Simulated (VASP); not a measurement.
The system is RbW2.

```
Rb W
1.0
     4.18450    0.00000    0.00000
    -2.09225    3.62389    0.00000
     0.00000    0.00000    4.51815
Rb W
1 2
Direct
  0.00000 0.00000 0.00000
  0.33333 0.66667 0.50000
  0.66667 0.33333 0.50000
```

```yaml
Program: VASP 6.6.1
Task: relaxation of cell and atoms
Functional: PBE
Potentials_or_basis: VASP PAW PBE potentials, release 64 (Rb_sv, W_sv)
Cutoff: 600 eV
k_mesh: 6 × 6 × 4
Occupations: gaussian, width 0.1 eV
Spin: no spin polarisation
```

At the start: pressure 15.2 GPa; volume 22.84 Å³/atom.

How do energy, volume and symmetry change on relaxing?

Over 8 steps the energy falls by 437.2 meV/atom and the volume is 31.72 Å³/atom (+38.9 %); space group P6/mmm (No. 191, to 0.1 Å) before and after.

Step by step:
```csv
step,energy change (eV),largest force (eV/Å),pressure (GPa),volume (Å³)
1,0.0000,0.0000,15.15,68.51
2,-0.4296,0.0000,-6.06,92.20
3,-0.5897,0.0000,-0.97,82.66
4,-0.9898,0.0000,-0.36,85.82
5,-1.2254,0.0000,4.43,91.33
6,-1.2804,0.0000,2.64,90.15
7,-1.2755,0.0000,-2.35,100.95
8,-1.3116,0.0000,0.01,95.16
```

Final structure:
```
Rb W
1.0
     4.20871    0.00000    0.00000
    -2.10436    3.64485    0.00000
     0.00000    0.00000    6.20302
Rb W
1 2
Direct
  0.00000 0.00000 0.00000
  0.33333 0.66667 0.50000
  0.66667 0.33333 0.50000
```

Caveat: the volume moved by over 15 % at a fixed basis, so the end points are rough.
